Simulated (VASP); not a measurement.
# KC in VASP: further runs

The runs below take KC through single point, with PBE.

Everything below comes from runs of VASP 6.6.1. Logs are shortened: lines on timing, memory, paths and dates and some standing lists are left out, and cuts for length are marked.

## (1) The cell of the first run

It takes space group Pmmm (No. 47, orthorhombic). The conventional cell has a = 4.027 Å, b = 4.039 Å, c = 6.180 Å, α = 90.00°, β = 90.00°, γ = 90.00°. Within 3.8 Å of K (site symmetry mmm) lie 8 C at 2.92 Å and 2 K at 3.09 Å. Within 4.1 Å of K (site symmetry mmm) lie 6 K at 3.09 to 4.04 Å and 8 C at 3.76 Å. Within 1.7 Å of C (site symmetry mm2) lie 1 C at 1.27 Å.

The cell was built from a structure type or drawn by symmetry, and may not be a known phase.

## (2) Single point, PBE

The input, INCAR:

```
SYSTEM = KC
  PREC = Accurate
  ENCUT = 520
  EDIFF = 1E-6
  ISMEAR = 0
  SIGMA = 0.2
  LREAL = .False.
  LASPH = .True.
  NELM = 60
  ALGO = Normal
  ISIF = 2
  LWAVE = .False.
  LCHARG = .False.
  GGA = PE
  NBANDS = 36
```

The input, KPOINTS:

```
Automatic mesh
0
Gamma
  3 3 5
  0 0 0
```

The input, POSCAR:

```
KC
1.0
    4.0389431602     -6.1796720561      0.0000000000
    4.0389431602      6.1796720561      0.0000000000
    0.0000000000      0.0000000000      4.0267739478
K C
4 4
Direct
    0.7499968276      0.2500031724      0.5000000000
    0.0000000000      0.0000000000      0.5000000000
    0.5000000000      0.5000000000      0.5000000000
    0.2500031724      0.7499968276      0.5000000000
    0.4487150252      0.0512891924      0.0000000000
    0.9487108076      0.5512849748      0.0000000000
    0.5512849748      0.9487108076      0.0000000000
    0.0512891924      0.4487150252      0.0000000000
```

Potentials or basis: VASP PAW PBE potentials, release 64 (K_sv, C).

Run with:

```bash
> cat potpaw_PBE.64/K_sv/POTCAR potpaw_PBE.64/C/POTCAR > POTCAR
> mpirun -np 1 vasp_std > vasp.out
```

OUTCAR:

```text
SYSTEM = KC
   PREC = Accurate
   ENCUT = 520
   EDIFF = 1E-6
   ISMEAR = 0
   LREAL = .False.
   LASPH = .True.
   NELM = 60
   ISIF = 2
   GGA = PE

 ion  position               nearest neighbor table
   1  0.750  0.250  0.500-   5 2.92   6 2.92   5 2.92   6 2.92   7 2.92   8 2.92   7 2.92   8 2.92
                             3 3.09   2 3.09
   2  0.000  0.000  0.500-   1 3.09   4 3.09
   3  0.500  0.500  0.500-   1 3.09   4 3.09
   4  0.250  0.750  0.500-   7 2.92   8 2.92   7 2.92   8 2.92   5 2.92   6 2.92   5 2.92   6 2.92
                             3 3.09   2 3.09
   5  0.449  0.051  0.000-   7 1.27   1 2.92   1 2.92   4 2.92   4 2.92
   6  0.949  0.551  0.000-   8 1.27   1 2.92   1 2.92   4 2.92   4 2.92
   7  0.551  0.949  0.000-   5 1.27   4 2.92   4 2.92   1 2.92   1 2.92
   8  0.051  0.449  0.000-   6 1.27   4 2.92   4 2.92   1 2.92   1 2.92

  LATTYP: Found a base centered orthorhombic cell.
 ALAT       =     8.0778863204
 B/A-ratio  =     1.5300220407
 C/A-ratio  =     0.4984935153

  Lattice vectors:

 A1 = (   4.0389431602,  -6.1796720561,   0.0000000000)
 A2 = (   4.0389431602,   6.1796720561,   0.0000000000)
 A3 = (   0.0000000000,   0.0000000000,   4.0267739478)

Analysis of symmetry for initial positions (statically):
=====================================================================
 Subroutine PRICEL returns following result:

  LATTYP: Found a simple orthorhombic cell.
 ALAT       =     4.0267739478
 B/A-ratio  =     1.0030220749
 C/A-ratio  =     1.5346458818

  Lattice vectors:

 A1 = (   0.0000000000,   0.0000000000,   4.0267739478)
 A2 = (   4.0389431602,   0.0000000000,   0.0000000000)
 A3 = (   0.0000000000,   6.1796720561,   0.0000000000)

   2 primitive cells build up your supercell.

 Routine SETGRP: Setting up the symmetry group for a
 base centered orthorhombic supercell.

 Subroutine GETGRP returns: Found  8 space group operations
 (whereof  8 operations were pure point group operations)
 out of a pool of  8 trial point group operations.

The static configuration has the point symmetry D_2h.

Analysis of symmetry for dynamics (positions and initial velocities):
=====================================================================
 Subroutine PRICEL returns following result:

  LATTYP: Found a simple orthorhombic cell.
 ALAT       =     4.0267739478
 B/A-ratio  =     1.0030220749
 C/A-ratio  =     1.5346458818

  Lattice vectors:

 A1 = (   0.0000000000,   0.0000000000,   4.0267739478)
 A2 = (   4.0389431602,   0.0000000000,   0.0000000000)
 A3 = (   0.0000000000,   6.1796720561,   0.0000000000)

   2 primitive cells build up your supercell.

 Routine SETGRP: Setting up the symmetry group for a
 base centered orthorhombic supercell.

 Subroutine GETGRP returns: Found  8 space group operations
 (whereof  8 operations were pure point group operations)
 out of a pool of  8 trial point group operations.

The dynamic configuration has the point symmetry D_2h.

 Subroutine INISYM returns: Found  8 space group operations
 (whereof  8 operations are pure point group operations),
 and found     2 'primitive' translations

----------------------------------------------------------------------------------------

                                     Primitive cell

  volume of cell :     100.5056

  direct lattice vectors                    reciprocal lattice vectors
     0.000000000  0.000000000  4.026773948     0.000000000  0.000000000  0.248337754
     4.038943160  0.000000000  0.000000000     0.247589520  0.000000000  0.000000000
     0.000000000  6.179672056  0.000000000     0.000000000  0.161820885  0.000000000

  length of vectors
     4.026773948  4.038943160  6.179672056     0.248337754  0.247589520  0.161820885

  position of ions in fractional coordinates (direct lattice)
     0.500000000  0.000000000  0.500006345
     0.500000000  0.000000000  0.000000000
     0.000000000  0.500004218  0.602574167
     0.000000000  0.499995782  0.397425833

  ion indices of the primitive-cell ions
   primitive index   ion index
                 1           1
                 2           3
                 3           5
                 4           7

----------------------------------------------------------------------------------------

 KPOINTS: Automatic mesh

Automatic generation of k-mesh.
 Grid dimensions read from file:
 generate k-points for:    3    3    5

 Generating k-lattice:

  Cartesian coordinates                     Fractional coordinates (reciprocal lattice)
     0.041264920 -0.026970147  0.000000000     0.333333333 -0.000000000  0.000000000
     0.041264920  0.026970147  0.000000000    -0.000000000  0.333333333  0.000000000
     0.000000000  0.000000000  0.049667551     0.000000000  0.000000000  0.200000000

  Length of vectors
     0.049296881  0.049296881  0.049667551

  Shift w.r.t. Gamma in fractional coordinates (k-lattice)
     0.000000000  0.000000000  0.000000000

 Subroutine IBZKPT returns following result:
 ===========================================

 Found     12 irreducible k-points:

 Following reciprocal coordinates:
            Coordinates               Weight
  0.000000  0.000000  0.000000      1.000000
  0.333333  0.000000  0.000000      4.000000
  0.333333  0.333333  0.000000      2.000000
 -0.333333  0.333333  0.000000      2.000000
  0.000000  0.000000  0.200000      2.000000
  0.333333  0.000000  0.200000      8.000000
  0.333333  0.333333  0.200000      4.000000
 -0.333333  0.333333  0.200000      4.000000
  0.000000  0.000000  0.400000      2.000000
  0.333333  0.000000  0.400000      8.000000
  0.333333  0.333333  0.400000      4.000000
 -0.333333  0.333333  0.400000      4.000000
   k-points           NKPTS =     12   k-points in BZ     NKDIM =     12   number of bands    NBANDS=     36
   number of dos      NEDOS =    301   number of ions     NIONS =      8
   total plane-waves  NPLWV =  94080
   dimension x,y,z NGX =    56 NGY =   56 NGZ =   30
   dimension x,y,z NGXF=   112 NGYF=  112 NGZF=   60
   ions per type =               4   4
   NGX,Y,Z   is equivalent  to a cutoff of  12.61, 12.61, 12.39 a.u.
   NGXF,Y,Z  is equivalent  to a cutoff of  25.22, 25.22, 24.77 a.u.
 SYSTEM =  KC
   PREC   = accura    normal or accurate (medium, high low for compatibility)
   ISTART =      0    job   : 0-new  1-cont  2-samecut
   ICHARG =      2    charge: 1-file 2-atom 10-const
   ISPIN  =      1    spin polarized calculation?
   LNONCOLLINEAR =      F non collinear calculations
   LSORBIT =      F    spin-orbit coupling
   LASPH  =      T    aspherical Exc in radial PAW
   ENCUT  =  520.0 eV  38.22 Ry    6.18 a.u.  13.73 13.73  7.49*2*pi/ulx,y,z
   NELM   =     60;   NELMIN=  2; NELMDL= -5     # of ELM steps
   EDIFF  = 0.1E-05   stopping-criterion for ELM
   LREAL  =      F    real-space projection
   EDIFFG = 0.1E-04   stopping-criterion for IOM
   NSW    =      0    number of steps for IOM
   IBRION =     -1    ionic relax: 0-MD 1-quasi-New 2-CG
   NFREE  =      0    steps in history (QN), initial steepest desc. (CG)
   ISIF   =      2    stress and relaxation
   ISYM   =      2    0-nonsym 1-usesym 2-fastsym
   POTIM  = 0.5000    time-step for ionic-motion
   TEBEG  =    0.0;   TEEND  =   0.0 temperature during run
   PSTRESS=    0.0 pullay stress
   NELECT =      52.0000    total number of electrons
   NUPDOWN=      -1.0000    fix difference up-down
   EMIN   =  10.00;   EMAX   =-10.00  energy-range for DOS
   EFERMI =   0.00;   METHOD = LEGACY
   ISMEAR =     0;   SIGMA  =   0.20  broadening in eV -4-tet -1-fermi 0-gaus
   EFERMI_NEDOS =   21; number of points for ismear=-14 and -15
   IALGO  =     38    algorithm
   IMIX   =      4    mixing-type and parameters
     AMIX     =   0.40;   BMIX     =  1.00
     AMIX_MAG =   1.60;   BMIX_MAG =  1.00
  volume/ion in A,a.u.               =      25.13       169.56
  Fermi-wavevector in a.u.,A,eV,Ry     =   1.043124  1.971218 14.804595  1.088107
  Thomas-Fermi vector in A             =   2.177819
   LORBIT       =      0    0 simple, 1 ext, 2 COOP (PROOUT), +10 PAW based schemes
   GGA     = PE    functional components
   LHFCALC =     F    Hartree Fock is set to
   AEXX    =    0.0000 exact exchange contribution
   IVDW    =     0    specifies the selected vdW correction
   LEPSILON=     F    determine dielectric tensor
   LRPA    =     F    only Hartree local field effects (RPA)
 non-spin polarized calculation
 Gauss-broadening in eV      SIGMA  =   0.20
  energy-cutoff  :      520.00
  volume of cell :      201.01
 maximum number of plane-waves:      5429
   NGX = 27   NGY = 27   NGZ = 15

 number of electron      52.0000005 magnetization

 Free energy of the ion-electron system (eV)
  ---------------------------------------------------
  ext. energy  EPLUGINS =         0.00000000
  ---------------------------------------------------
  free energy    TOTEN  =       -36.84903325 eV

  energy without entropy =      -36.84903325  energy(sigma->0) =      -36.84903325

 E-fermi :   0.6554     XC(G=0):  -7.6373

 val. band max:       -0.2177854919   @ k =   0.0000   0.0000   0.4000
 cond. band min:       2.2909676430   @ k =   0.0000   0.0000   0.0000
 fundamental gap:      2.5087531349
 Fermi energy:         0.6553875378

 k-point     1 :       0.0000    0.0000    0.0000
  band No.  band energies     occupation
      1     -31.5446      2.00000
      2     -31.5334      2.00000
      3     -29.2523      2.00000
      4     -29.2452      2.00000
      5     -15.2523      2.00000
      6     -15.0829      2.00000
[... 28 lines left out ...]
     35       5.6318      0.00000
     36       5.7016      0.00000

 k-point     2 :       0.3333    0.0000    0.0000
  band No.  band energies     occupation
      1     -31.5419      2.00000
      2     -31.5362      2.00000
      3     -29.2506      2.00000
      4     -29.2470      2.00000
      5     -15.2118      2.00000
      6     -15.1272      2.00000
[... 28 lines left out ...]
     35       5.3988      0.00000
     36       5.4986      0.00000

 k-point     3 :       0.3333    0.3333    0.0000
  band No.  band energies     occupation
      1     -31.5403      2.00000
      2     -31.5377      2.00000
      3     -29.2544      2.00000
      4     -29.2433      2.00000
      5     -15.2362      2.00000
      6     -15.0962      2.00000
[... 28 lines left out ...]
     35       5.4092      0.00000
     36       5.4642      0.00000

 k-point     4 :      -0.3333    0.3333    0.0000
  band No.  band energies     occupation
      1     -31.5429      2.00000
      2     -31.5352      2.00000
      3     -29.2561      2.00000
      4     -29.2415      2.00000
      5     -15.1962      2.00000
      6     -15.1412      2.00000
[... 28 lines left out ...]
     35       5.3171      0.00000
     36       5.5240      0.00000

 k-point     5 :       0.0000    0.0000    0.2000
  band No.  band energies     occupation
      1     -31.5415      2.00000
      2     -31.5304      2.00000
      3     -29.2480      2.00000
      4     -29.2413      2.00000
      5     -15.2447      2.00000
      6     -15.0778      2.00000
[... 187 lines left out ...]
 k-point    10 :       0.3333    0.0000    0.4000
  band No.  band energies     occupation
      1     -31.5337      2.00000
      2     -31.5281      2.00000
      3     -29.2396      2.00000
      4     -29.2365      2.00000
      5     -15.1933      2.00000
      6     -15.1119      2.00000
[... 28 lines left out ...]
     35       5.2955      0.00000
     36       5.5646      0.00000

 k-point    11 :       0.3333    0.3333    0.4000
  band No.  band energies     occupation
      1     -31.5321      2.00000
      2     -31.5297      2.00000
      3     -29.2433      2.00000
      4     -29.2328      2.00000
      5     -15.2184      2.00000
      6     -15.0805      2.00000
[... 28 lines left out ...]
     35       5.6674      0.00000
     36       5.9288      0.00000

 k-point    12 :      -0.3333    0.3333    0.4000
  band No.  band energies     occupation
      1     -31.5347      2.00000
      2     -31.5271      2.00000
      3     -29.2448      2.00000
      4     -29.2313      2.00000
      5     -15.1799      2.00000
      6     -15.1239      2.00000
[... 28 lines left out ...]
     35       5.4916      0.00000
     36       5.6473      0.00000

------------------------ aborting loop because EDIFF is reached ----------------------------------------

  FORCE on cell =-STRESS in cart. coord.  units (eV):
  Direction    XX          YY          ZZ          XY          YZ          ZX
  --------------------------------------------------------------------------------------
  -------------------------------------------------------------------------------------
  Total        0.0991634      0.3742727      0.2766460      0.0000000      0.0000000      0.0000000
  in kB        0.7903904      2.9831721      2.2050300      0.0000000      0.0000000      0.0000000
  external PRESSURE =       1.9928642 kB  Pullay stress =       0.0000000 kB

 VOLUME and BASIS-vectors are now :
 -----------------------------------------------------------------------------
  energy-cutoff  :      520.00
  volume of cell :      201.01
      direct lattice vectors                 reciprocal lattice vectors
     4.038943160 -6.179672056  0.000000000     0.123794760 -0.080910442  0.000000000
     4.038943160  6.179672056  0.000000000     0.123794760  0.080910442  0.000000000
     0.000000000  0.000000000  4.026773948     0.000000000  0.000000000  0.248337754

 POSITION                                       TOTAL-FORCE (eV/Angst)
 -----------------------------------------------------------------------------------
      4.03894     -3.08980      2.01339        -0.000000     -0.000000      0.000000
      0.00000      0.00000      2.01339        -0.000000      0.000000      0.000000
      4.03894      0.00000      2.01339         0.000000     -0.000000     -0.000000
      4.03894      3.08980      2.01339        -0.000000      0.000000      0.000000
      2.01949     -2.45596      0.00000        -0.000000      0.113129      0.000000
      6.05840     -2.45596      0.00000        -0.000000      0.113129      0.000000
      6.05840      2.45596      0.00000        -0.000000     -0.113129      0.000000
      2.01949      2.45596      0.00000        -0.000000     -0.113129      0.000000
 -----------------------------------------------------------------------------------
    total drift:                                0.000000      0.000000      0.000000

  FREE ENERGIE OF THE ION-ELECTRON SYSTEM (eV)
  ---------------------------------------------------
  free  energy   TOTEN  =       -36.8490332513 eV

  energy  without entropy=      -36.8490332513  energy(sigma->0) =      -36.84903325
```

It took 2.2 min on 1 thread of Oxide Virtual Turin-like, shared host; peak memory 0.28 GiB.

Results:

- Free energy: -36.8490 eV
- Pressure: 0.2 GPa
- Largest force: 0.113 eV/Å
- Band gap on the k mesh: 2.51 eV

Forces in eV/Å, atoms in the order of the input:
```
K    0.000  0.000  0.000
K    0.000  0.000  0.000
K    0.000  0.000  0.000
K    0.000  0.000  0.000
C    0.000  0.113  0.000
C    0.000  0.113  0.000
C    0.000 -0.113  0.000
C    0.000 -0.113  0.000
```

Stress tensor (GPa, compression positive):
```
0.08 0.00 0.00
0.00 0.30 0.00
0.00 0.00 0.22
```

Levels at points of the mesh, in eV from the valence-band top:
| k point | band 23 | band 24 | band 25 | band 26 | band 27 | band 28 | band 29 | band 30 |
| --- | --- | --- | --- | --- | --- | --- | --- | --- |
| (0.00, 0.00, 0.00) | -0.89 | -0.50 | -0.49 | -0.31 | 2.51 | 3.42 | 4.41 | 4.75 |

Caveat: an odd mesh through Γ misses points on the zone boundary, where band edges can lie.

[end of part 1 of 2]
